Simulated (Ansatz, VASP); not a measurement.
## Ga2O3: VASP beside Ansatz

```
Ga O
1.0
     2.49226    1.43891    4.48064
    -2.49226    1.43891    4.48064
     0.00000   -2.87781    4.48064
Ga O
4 6
Direct
  0.85543 0.85543 0.85543
  0.35543 0.35543 0.35543
  0.14457 0.14457 0.14457
  0.64457 0.64457 0.64457
  0.44637 0.05363 0.75000
  0.05363 0.75000 0.44637
  0.55363 0.94637 0.25000
  0.25000 0.55363 0.94637
  0.94637 0.25000 0.55363
  0.75000 0.44637 0.05363
```

Alike in both runs: task single point; functional r2SCAN; k mesh 6 × 6 × 6; no spin polarisation.

|  | VASP | Ansatz |
| --- | --- | --- |
| version | VASP 6.6.1 | Ansatz 0.2.0 |
| potentials or method | VASP PAW PBE potentials, release 64 (Ga_d, O) | plane waves, PAW |
| plane-wave cutoff (eV) | 520 | 500 |
| occupations | gaussian, width 0.01 eV | fixed |
| valence electrons in the cell | 88 | 88 |

|  | VASP | Ansatz | Ansatz less VASP |
| --- | --- | --- | --- |
| gap on the k mesh at the Fermi level (eV) | 3.54 | 3.55 | +0.007 |
| pressure (GPa) | 1.9 | 0.0 | -1.91 |
| traceless stress, the component that is largest in VASP (GPa) | -0.45 | -0.02 | +0.433 |
| rms of the force components (eV/Å) | 0.022 | 0.002 | -0.0203 |

VASP's potentials were made for PBE, not for r2SCAN. Atom by atom the forces differ by 0.021 eV/Å (rms over components).
